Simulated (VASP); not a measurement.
# Sr32HO32 (a cell with a defect) in VASP: single point with PBEsol

Aim: the single point of Sr32HO32 (a cell with a defect) with PBEsol.

All numbers are computed with VASP 6.6.1; they aren't measurements. Logs are shortened: lines on timing, memory, paths and dates and some standing lists are left out, and cuts for length are marked.

**1. The cell of the first run**

The cell holds a defect, 65 atoms: a = 10.245 Å, b = 10.245 Å, c = 10.245 Å, α = 90.00°, β = 90.00°, γ = 90.00°.

**2. Single point, PBEsol**

File INCAR:

```
SYSTEM = Sr32HO32
PREC = Accurate ; ENCUT = 520
EDIFF = 1E-6 ; ISMEAR = -1
SIGMA = 0.05 ; LREAL = Auto
LASPH = .TRUE. ; NELM = 60
ALGO = Normal ; ISIF = 2
LWAVE = .FALSE. ; LCHARG = .FALSE.
GGA = PS ; NBANDS = 294
NELECT = 512.0 ; ISYM = 0
```

File KPOINTS:

```
Automatic mesh
0
Gamma
  1 1 1
  0.25 0.25 0.25
```

File POSCAR:

```
Sr32HO32
1.0
   10.2454930000      0.0000000000      0.0000000000
    0.0000000000     10.2454930000      0.0000000000
    0.0000000000      0.0000000000     10.2454930000
O Sr H
32 32 1
Direct
    0.2496370000      0.0009490000      0.9988010000
    0.2482240000      0.0010330000      0.4991140000
    0.2504980000      0.4994540000      0.9992290000
    0.2543960000      0.4955420000      0.4993760000
    0.7486540000      0.0012960000      0.9978210000
    0.7465710000      0.0033700000      0.4979120000
    0.7490060000      0.5003180000      0.9988030000
    0.7489060000      0.5017140000      0.4991110000
    0.9993460000      0.2505830000      0.9986600000
    0.9951900000      0.2506010000      0.4986650000
    0.9995020000      0.7504470000      0.9987970000
    0.9993520000      0.7505920000      0.4986710000
    0.4993660000      0.2505870000      0.9945190000
    0.4972310000      0.2527130000      0.4966520000
    0.4993630000      0.7505970000      0.9986640000
    0.4993440000      0.7547100000      0.4986570000
    0.9994970000      0.0009600000      0.2489470000
    0.9985170000      0.0013090000      0.7479410000
    0.9999050000      0.4994610000      0.2498040000
    0.9994850000      0.5003240000      0.7482920000
    0.4998340000      0.0009990000      0.2475390000
    0.4986310000      0.0033750000      0.7458810000
    0.5000150000      0.4955520000      0.2536690000
    0.4998050000      0.5017760000      0.7482730000
    0.2544580000      0.2499560000      0.2537380000
    0.2481610000      0.2501450000      0.7483160000
    0.2504970000      0.7500590000      0.2498070000
    0.2496260000      0.7504650000      0.7482970000
    0.7489900000      0.2501230000      0.2475370000
    0.7465690000      0.2513170000      0.7458800000
    0.7490050000      0.7504500000      0.2489360000
    0.7486360000      0.7514250000      0.7479350000
    0.9992530000      0.9994550000      0.9985390000
    0.9968910000      0.9979980000      0.4984100000
    0.0001090000      0.5015310000      0.9994010000
    0.9985300000      0.5030730000      0.4986800000
    0.4991000000      0.9979820000      0.9962230000
    0.4977580000      0.9952160000      0.4970540000
    0.4993660000      0.5030600000      0.9978640000
    0.5033460000      0.5194980000      0.5027080000
    0.2468950000      0.2505920000      0.9978390000
    0.2303810000      0.2465840000      0.5027100000
    0.2484090000      0.7498480000      0.9993950000
    0.2468750000      0.7514210000      0.4986680000
    0.7519600000      0.2508460000      0.9962390000
    0.7547250000      0.2521960000      0.4970550000
    0.7505040000      0.7507030000      0.9985480000
    0.7519370000      0.7530360000      0.4984180000
    0.2490680000      0.0004820000      0.2484080000
    0.2480190000      0.9998520000      0.7494060000
    0.2513560000      0.4985790000      0.2506250000
    0.2490920000      0.5008550000      0.7487670000
    0.7501330000      0.9998090000      0.2473270000
    0.7487980000      0.0011490000      0.7481030000
    0.7494700000      0.5008780000      0.2484110000
    0.7501010000      0.5019290000      0.7494190000
    0.9985140000      0.2505940000      0.2462120000
    0.9969040000      0.2508500000      0.7512440000
    0.0001190000      0.7498250000      0.2477220000
    0.9992590000      0.7507010000      0.7497910000
    0.5034230000      0.2465100000      0.2297310000
    0.4977860000      0.2521620000      0.7540540000
    0.4993500000      0.7514050000      0.2462030000
    0.4991000000      0.7530370000      0.7512350000
    0.4423230000      0.3074950000      0.4416420000
```

Potentials or basis: VASP PAW PBE potentials, release 64 (O, Sr_sv, H).

Run with:

```sh
> cat potpaw_PBE.64/O/POTCAR potpaw_PBE.64/Sr_sv/POTCAR potpaw_PBE.64/H/POTCAR > POTCAR
> mpirun -np 1 vasp_std > vasp.out
```

OUTCAR:

```text
SYSTEM = Sr32HO32
   PREC = Accurate
   ENCUT = 520
   EDIFF = 1E-6
   ISMEAR = -1
   LREAL = Auto
   LASPH = .TRUE.
   NELM = 60
   ISIF = 2
   GGA = PS
   NELECT = 512.0
   ISYM = 0

 ion  position               nearest neighbor table
   1  0.250  0.001  0.999-  50 2.56  37 2.56  49 2.56  41 2.56  33 2.57  43 2.57
   2  0.248  0.001  0.499-  42 2.52  38 2.56  44 2.56  50 2.56  49 2.57  34 2.58
   3  0.250  0.499  0.999-  41 2.55  39 2.55  35 2.57  43 2.57  52 2.57  51 2.58
   4  0.254  0.496  0.499-  51 2.55  52 2.56  40 2.56  42 2.56  36 2.62  44 2.62
   5  0.749  0.001  0.998-  53 2.56  45 2.56  37 2.56  54 2.56  47 2.57  33 2.57
   6  0.747  0.003  0.498-  38 2.55  46 2.55  54 2.56  34 2.57  48 2.57  53 2.57
   7  0.749  0.500  0.999-  56 2.56  45 2.56  55 2.56  39 2.56  47 2.57  35 2.57
   8  0.749  0.502  0.499-  40 2.52  46 2.56  36 2.56  56 2.56  55 2.57  48 2.58
   9  0.999  0.251  0.999-  45 2.53  58 2.54  41 2.54  57 2.54  35 2.57  33 2.57
  10  0.995  0.251  0.499-  42 2.41  46 2.46  57 2.59  36 2.59  58 2.59  34 2.59
  11  1.000  0.750  0.999-  43 2.55  35 2.55  59 2.55  47 2.55  60 2.55  33 2.55
  12  0.999  0.751  0.499-  34 2.53  48 2.54  36 2.54  44 2.54  59 2.57  60 2.57
  13  0.499  0.251  0.995-  61 2.41  62 2.46  41 2.59  39 2.59  45 2.59  37 2.59
  14  0.497  0.253  0.497-  65 0.97  62 2.64  46 2.64  38 2.64  40 2.73  42 2.74  61 2.74
  15  0.499  0.751  0.999-  37 2.53  64 2.54  39 2.54  63 2.54  43 2.57  47 2.57
  16  0.499  0.755  0.499-  40 2.41  38 2.46  63 2.59  44 2.59  64 2.59  48 2.59
  17  0.999  0.001  0.249-  53 2.55  34 2.56  49 2.56  57 2.56  33 2.57  59 2.57
  18  0.999  0.001  0.748-  50 2.56  34 2.56  58 2.56  54 2.56  33 2.57  60 2.57
  19  1.000  0.499  0.250-  57 2.55  36 2.55  59 2.57  35 2.57  55 2.57  51 2.58
  20  0.999  0.500  0.748-  56 2.56  58 2.56  52 2.56  36 2.56  60 2.57  35 2.57
[... 10 lines left out ...]
  31  0.749  0.750  0.249-  53 2.55  48 2.56  55 2.56  63 2.56  47 2.57  59 2.57
[... 50 lines left out ...]
                            45 3.60  41 3.60  35 3.61  33 3.61  53 3.62  55 3.62  49 3.63  51 3.63
  58  0.997  0.251  0.751-   9 2.54  20 2.56  18 2.56  30 2.57  26 2.57  10 2.59  42 3.49  45 3.55
                            46 3.60  41 3.60  54 3.61  56 3.61  33 3.61  35 3.61  50 3.64  52 3.64
  59  0.000  0.750  0.248-  11 2.55  19 2.57  27 2.57  12 2.57  31 2.57  17 2.57  35 3.60  43 3.60
                            44 3.61  36 3.61  47 3.61  33 3.61  34 3.61  48 3.61  55 3.62  49 3.62
  60  0.999  0.751  0.750-  11 2.55  28 2.57  20 2.57  18 2.57  32 2.57  12 2.57  33 3.60  47 3.60
                            50 3.61  56 3.61  34 3.61  48 3.61  36 3.61  44 3.61  43 3.61  35 3.61
  61  0.503  0.247  0.230-  65 2.34  13 2.41  21 2.52  29 2.52  25 2.56  23 2.56  14 2.74  45 3.49
                            37 3.49  39 3.54  41 3.54  53 3.58  49 3.63  55 3.63  51 3.66  38 3.76
  62  0.498  0.252  0.754-  13 2.46  30 2.55  22 2.55  24 2.56  26 2.56  14 2.64  41 3.58  39 3.58
                            37 3.60  45 3.60  52 3.60  54 3.64  50 3.64  56 3.64  46 3.72  38 3.72
  63  0.499  0.751  0.246-  15 2.54  27 2.55  21 2.56  31 2.56  16 2.59  23 2.62  40 3.54  38 3.58
                            37 3.60  39 3.60  43 3.61  47 3.61  53 3.62  49 3.62  55 3.63  51 3.63
  64  0.499  0.753  0.751-  15 2.54  28 2.56  32 2.56  22 2.57  24 2.57  16 2.59  40 3.49  37 3.55
                            38 3.60  39 3.60  54 3.61  50 3.61  47 3.61  43 3.61  56 3.64  52 3.64
  65  0.442  0.307  0.442-  14 0.97  61 2.34  42 2.34  40 2.35

IMPORTANT INFORMATION: All symmetrisations will be switched off!
NOSYMM: (Re-)initialisation of all symmetry stuff for point group C_1.

----------------------------------------------------------------------------------------

                                     Primitive cell

  volume of cell :    1075.4707

  direct lattice vectors                    reciprocal lattice vectors
    10.245493000  0.000000000  0.000000000     0.097603893  0.000000000  0.000000000
     0.000000000 10.245493000  0.000000000     0.000000000  0.097603893  0.000000000
     0.000000000  0.000000000 10.245493000     0.000000000  0.000000000  0.097603893

  length of vectors
    10.245493000 10.245493000 10.245493000     0.097603893  0.097603893  0.097603893

  position of ions in fractional coordinates (direct lattice)
     0.249637000  0.000949000  0.998801000
     0.248224000  0.001033000  0.499114000
     0.250498000  0.499454000  0.999229000
     0.254396000  0.495542000  0.499376000
     0.748654000  0.001296000  0.997821000
     0.746571000  0.003370000  0.497912000
[... 57 lines left out ...]
     0.499100000  0.753037000  0.751235000
     0.442323000  0.307495000  0.441642000

  ion indices of the primitive-cell ions
   primitive index   ion index
                 1           1
                 2           2
                 3           3
                 4           4
[... 89 lines left out ...]
            Coordinates               Weight
  0.250000  0.250000  0.250000      2.000000
 -0.250000  0.250000  0.250000      2.000000
 -0.250000 -0.250000  0.250000      2.000000
  0.250000 -0.250000  0.250000      2.000000
   k-points           NKPTS =      4   k-points in BZ     NKDIM =      4   number of bands    NBANDS=    294
   number of dos      NEDOS =    301   number of ions     NIONS =     65
   total plane-waves  NPLWV = 512000
   dimension x,y,z NGX =    80 NGY =   80 NGZ =   80
   dimension x,y,z NGXF=   160 NGYF=  160 NGZF=  160
   ions per type =              32  32   1
   NGX,Y,Z   is equivalent  to a cutoff of  12.98, 12.98, 12.98 a.u.
   NGXF,Y,Z  is equivalent  to a cutoff of  25.96, 25.96, 25.96 a.u.
 SYSTEM =  Sr32HO32
   PREC   = accura    normal or accurate (medium, high low for compatibility)
   ISTART =      0    job   : 0-new  1-cont  2-samecut
   ICHARG =      2    charge: 1-file 2-atom 10-const
   ISPIN  =      1    spin polarized calculation?
   LNONCOLLINEAR =      F non collinear calculations
   LSORBIT =      F    spin-orbit coupling
   LASPH  =      T    aspherical Exc in radial PAW
   ENCUT  =  520.0 eV  38.22 Ry    6.18 a.u.  19.05 19.05 19.05*2*pi/ulx,y,z
   NELM   =     60;   NELMIN=  2; NELMDL= -5     # of ELM steps
   EDIFF  = 0.1E-05   stopping-criterion for ELM
   LREAL  =      T    real-space projection
   EDIFFG = 0.1E-04   stopping-criterion for IOM
   NSW    =      0    number of steps for IOM
   IBRION =     -1    ionic relax: 0-MD 1-quasi-New 2-CG
   NFREE  =      0    steps in history (QN), initial steepest desc. (CG)
   ISIF   =      2    stress and relaxation
   ISYM   =      0    0-nonsym 1-usesym 2-fastsym
   POTIM  = 0.5000    time-step for ionic-motion
   TEBEG  =    0.0;   TEEND  =   0.0 temperature during run
   PSTRESS=    0.0 pullay stress
   NELECT =     512.0000    total number of electrons
   NUPDOWN=      -1.0000    fix difference up-down
   EMIN   =  10.00;   EMAX   =-10.00  energy-range for DOS
   EFERMI =   0.00;   METHOD = LEGACY
   ISMEAR =    -1;   SIGMA  =   0.05  broadening in eV -4-tet -1-fermi 0-gaus
   EFERMI_NEDOS =   21; number of points for ismear=-14 and -15
   IALGO  =     38    algorithm
   IMIX   =      4    mixing-type and parameters
     AMIX     =   0.40;   BMIX     =  1.00
     AMIX_MAG =   1.60;   BMIX_MAG =  1.00
  volume/ion in A,a.u.               =      16.55       111.66
  Fermi-wavevector in a.u.,A,eV,Ry     =   1.278298  2.415632 22.232527  1.634045
  Thomas-Fermi vector in A             =   2.410848
   LORBIT       =      0    0 simple, 1 ext, 2 COOP (PROOUT), +10 PAW based schemes
   GGA     = PS    functional components
   LHFCALC =     F    Hartree Fock is set to
   AEXX    =    0.0000 exact exchange contribution
   IVDW    =     0    specifies the selected vdW correction
   LEPSILON=     F    determine dielectric tensor
   LRPA    =     F    only Hartree local field effects (RPA)
 non-spin polarized calculation
  energy-cutoff  :      520.00
  volume of cell :     1075.47
 maximum number of plane-waves:     28978
 NGX is ok and might be reduce to    80
   NGX = 39   NGY = 39   NGZ = 39

 number of electron     512.0000068 magnetization

 Free energy of the ion-electron system (eV)
  ---------------------------------------------------
  ext. energy  EPLUGINS =         0.00000000
  ---------------------------------------------------
  free energy    TOTEN  =      -410.58856197 eV

  energy without entropy =     -410.58856197  energy(sigma->0) =     -410.58856197

 E-fermi :   2.7958     XC(G=0): -10.3241

 val. band max:        1.4090690250   @ k =   0.2500   0.2500   0.2500
 cond. band min:       5.1310381420   @ k =   0.2500  -0.2500   0.2500
 fundamental gap:      3.7219691170
 Fermi energy:         2.7957938727

 k-point     1 :       0.2500    0.2500    0.2500
  band No.  band energies     occupation
      1     -30.6787      2.00000
      2     -30.6503      2.00000
      3     -30.6497      2.00000
      4     -30.6230      2.00000
      5     -30.5995      2.00000
      6     -30.5986      2.00000
[... 1073 lines left out ...]
    267       6.6697      0.00000
    268       6.6912      0.00000
 [bands above 268 left out]

------------------------ aborting loop because EDIFF is reached ----------------------------------------

  FORCE on cell =-STRESS in cart. coord.  units (eV):
  Direction    XX          YY          ZZ          XY          YZ          ZX
  --------------------------------------------------------------------------------------
  -------------------------------------------------------------------------------------
  Total        1.9293516      1.9229599      1.9448625      1.1108815      1.0945610     -1.0961128
  in kB        2.8742424      2.8647203      2.8973496      1.6549305      1.6306170     -1.6329289
  external PRESSURE =       2.8787708 kB  Pullay stress =       0.0000000 kB

 VOLUME and BASIS-vectors are now :
 -----------------------------------------------------------------------------
  energy-cutoff  :      520.00
  volume of cell :     1075.47
      direct lattice vectors                 reciprocal lattice vectors
    10.245493000  0.000000000  0.000000000     0.097603893  0.000000000  0.000000000
     0.000000000 10.245493000  0.000000000     0.000000000  0.097603893  0.000000000
     0.000000000  0.000000000 10.245493000     0.000000000  0.000000000  0.097603893

 POSITION                                       TOTAL-FORCE (eV/Angst)
 -----------------------------------------------------------------------------------
      2.55765      0.00972     10.23321        -0.004219     -0.007928      0.004372
      2.54318      0.01058      5.11367        -0.004782     -0.016096     -0.000954
      2.56648      5.11715     10.23759        -0.008260      0.007428      0.001894
      2.60641      5.07707      5.11635        -0.013493      0.013340     -0.006247
      7.67033      0.01328     10.22317         0.007125     -0.006585      0.005115
      7.64899      0.03453      5.10135         0.007822     -0.008042     -0.000499
[... 57 lines left out ...]
      5.11353      7.71524      7.69677         0.001631      0.005668     -0.010596
      4.53182      3.15044      4.52484        -0.101520      0.101860     -0.101793
 -----------------------------------------------------------------------------------
    total drift:                                0.036670     -0.034818      0.046095

  FREE ENERGIE OF THE ION-ELECTRON SYSTEM (eV)
  ---------------------------------------------------
  free  energy   TOTEN  =      -410.5885619731 eV

  energy  without entropy=     -410.5885619731  energy(sigma->0) =     -410.58856197
```

Wall time 1.6 h (1 thread of Oxide Virtual Turin-like, shared host); peak memory 1.4 GiB.

Results:

- Free energy: -410.5886 eV
- Largest force: 0.176 eV/Å

Forces in eV/Å, atoms in the order of the input:
```
O   -0.004 -0.008  0.004
O   -0.005 -0.016 -0.001
O   -0.008  0.007  0.002
O   -0.013  0.013 -0.006
O    0.007 -0.007  0.005
O    0.008 -0.008  0.000
O    0.009  0.004  0.005
O    0.017  0.005 -0.001
O    0.004  0.000  0.005
O   -0.009  0.003 -0.001
O    0.002 -0.003  0.002
O    0.004 -0.005 -0.001
O   -0.001  0.001 -0.009
O    0.102 -0.103  0.098
O    0.000 -0.004  0.004
O   -0.003  0.012 -0.001
O    0.006 -0.008 -0.005
O    0.005 -0.007  0.008
O    0.004  0.008 -0.006
O    0.004  0.007  0.009
O   -0.005 -0.014 -0.003
O   -0.004 -0.008  0.008
O   -0.003  0.011 -0.009
O   -0.003  0.001  0.014
O   -0.013  0.002 -0.011
O   -0.001  0.003  0.012
O   -0.009 -0.004 -0.006
O   -0.007 -0.003  0.009
O    0.012  0.004 -0.003
O    0.008  0.004  0.008
O    0.008 -0.005 -0.005
O    0.008 -0.004  0.008
Sr  -0.003  0.009 -0.003
Sr  -0.006  0.012  0.001
Sr  -0.003 -0.006 -0.003
Sr  -0.001 -0.010  0.001
Sr   0.002  0.012 -0.006
Sr   0.002  0.034  0.002
Sr   0.002 -0.009 -0.002
Sr   0.002 -0.035 -0.001
Sr   0.009 -0.003  0.000
Sr   0.036 -0.001  0.001
Sr   0.007  0.003 -0.003
Sr   0.011  0.000  0.001
Sr  -0.012 -0.002 -0.007
Sr  -0.036 -0.002  0.003
Sr  -0.010  0.003 -0.004
Sr  -0.012  0.005  0.001
Sr   0.010  0.008  0.008
Sr   0.010  0.009 -0.009
Sr   0.008 -0.007  0.010
Sr   0.009 -0.009 -0.006
Sr  -0.010  0.009  0.008
Sr  -0.010  0.010 -0.011
Sr  -0.008 -0.010  0.007
Sr  -0.010 -0.010 -0.010
Sr   0.001 -0.003  0.008
Sr  -0.007 -0.002 -0.010
Sr  -0.003  0.003  0.005
Sr  -0.005  0.004 -0.009
Sr  -0.001  0.003  0.033
Sr   0.000  0.000 -0.035
Sr   0.003  0.000  0.009
Sr   0.002  0.006 -0.011
H   -0.102  0.102 -0.102
```

Caveat: the cell carries a net charge on a neutralising background, which shifts energy and pressure; the cell is charged against a uniform background, so pressure and absolute levels hang on convention; the PAW data sets were made with another functional, which shifts forces and pressure a little.
